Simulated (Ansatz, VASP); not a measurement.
## One calculation of Pd, two programs

```xyz
2
Lattice="0.0000 2.8129 2.8129 2.8129 0.0000 2.8129 2.8129 2.8129 0.0000" Properties=species:S:1:pos:R:3 pbc="T T T"
Pd    0.7032    0.7032    0.7032
Pd    4.9226    4.9226    4.9226
```

Alike in both runs: task single point; functional revPBE; k mesh 11 × 11 × 11; occupations fermi-dirac, width 0.05 eV; collinear spin.

|  | VASP | Ansatz |
| --- | --- | --- |
| version | VASP 6.6.1 | Ansatz 0.2.0 |
| potentials or method | VASP PAW PBE potentials, release 64 (Pd), cutoff 520 eV | plane waves (420 eV) with PAW, scalar-relativistic |
| valence electrons in the cell | 20 | 36 |

Ansatz gave:

| Property | Result |
| --- | --- |
| pressure (GPa) | 10.5 |
| net moment per atom (μB) | 0.50 |
| size of the moment on the site where the two differ most (μB) | 0.48 |

Q: Estimate VASP's values.

A: Pressure (GPa): 9.9; net moment per atom (μB): 0.50; size of the moment on the site where the two differ most (μB): 0.48.

VASP's potentials were made for PBE, not for revPBE. Site moments also hang on the region over which each program counts them. VASP's potentials hold 20 valence electrons a cell and Ansatz's 36, so a difference there can come from the potentials and not from the codes.
